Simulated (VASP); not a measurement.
Here is a VASP 6.6.1 calculation.

The input POSCAR:

```
Pd
1.0
    4.6208558455      0.0000000000      0.0000000000
   -2.3104279228      4.0017785495      0.0000000000
    0.0000000000      0.0000000000      2.8327855401
Pd
3
Direct
    0.0000000000      0.0000000000      0.0000000000
    0.3333333333      0.6666666667      0.5000000000
    0.6666666667      0.3333333333      0.5000000000
```

Contents of INCAR.step1:

```
  PREC = Accurate
  ENCUT = 550
  ISMEAR = 0
  SIGMA = 0.1
  LREAL = F
  LASPH = T
  NELM = 120
  GGA = PE
  ALGO = Normal
  EDIFF = 1E-5
  LWAVE = T
  LCHARG = F
  GGA_COMPAT = F
  IBRION = 2
  ISIF = 3
  EDIFFG = -0.005
  NELMIN = 4
  NSW = 100
```

Contents of INCAR.step2:

```
  PREC = Accurate
  ENCUT = 550
  EDIFF = 1E-7
  ISMEAR = 0
  SIGMA = 0.1
  LREAL = F
  LASPH = T
  NELM = 120
  ALGO = Normal
  ISIF = 3
  LWAVE = F
  LCHARG = F
  METAGGA = R2SCAN
  LMIXTAU = T
  IBRION = 2
  NSW = 90
  EDIFFG = -0.04
  ISTART = 1
  GGA_COMPAT = F
  NELMIN = 4
```

File KPOINTS:

```
Automatic mesh
0
Gamma
  6 6 6
```

Potentials or basis: VASP PAW PBE potentials, release 64 (Pd).

The run is started by

```console
$ cat potpaw_PBE.64/Pd/POTCAR > POTCAR
$ cp INCAR.step1 INCAR
$ mpirun -np 1 vasp_std > vasp.out
$ cp INCAR.step2 INCAR
$ mpirun -np 1 vasp_std > vasp.out
```

What does it give for the band gap on the k mesh?

Zero (band 15 reaches 9.81 eV, above the bottom of band 16 at 8.77 eV).

What does it give for the relaxed volume?

15.31 Å³/atom.

Predict the relaxed cell.

a = 4.456 Å, b = 4.456 Å, c = 2.670 Å, α = 90.00°, β = 90.00°, γ = 120.00°.

Estimate the space group after relaxing (to 0.05 Å).

P6/mmm (No. 191).

The path:
```csv
step,energy change (eV),largest force (eV/Å),pressure (GPa),volume (Å³)
1,0.0000,0.0000,-15.96,52.38
2,0.1272,0.0000,33.30,40.27
3,-0.3783,0.0000,-0.42,46.05
4,-0.3786,0.0000,0.04,45.93
5,-0.3785,0.0000,0.52,45.81
6,-0.3831,0.0000,0.49,45.80
7,-0.3833,0.0000,0.48,45.80
8,-0.3832,0.0000,-0.56,46.07
9,-0.3834,0.0000,0.02,45.92
```

Caveat: the k points lie up to 0.39 Å⁻¹ apart in the final cell; the PAW data sets were made with another functional, which shifts forces and pressure a little.
